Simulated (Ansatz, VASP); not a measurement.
# Two plane-wave programs on InP

```xyz
2
Lattice="0.0000 2.9538 2.9538 2.9538 0.0000 2.9538 2.9538 2.9538 0.0000" Properties=species:S:1:pos:R:3 pbc="T T T"
In    0.0000    0.0000    0.0000
P     1.4769    1.4769    1.4769
```

Alike in both runs: task single point; functional PBE; k mesh 8 × 8 × 8; occupations fermi-dirac, width 0.02 eV; non-collinear spin, spin-orbit coupling.

|  | VASP | Ansatz |
| --- | --- | --- |
| version | VASP 6.6.1 | Ansatz 0.2.0 |
| potentials or method | VASP PAW PBE potentials, release 64 (In_d, P) | plane waves, PAW |
| plane-wave cutoff (eV) | 520 | 420 |
| valence electrons in the cell | 18 | 18 |

```csv
,VASP,Ansatz,Ansatz less VASP
pressure (GPa),1.6,1.6,+0.03
net moment per atom (μB),0.00,0.00,0.000
```
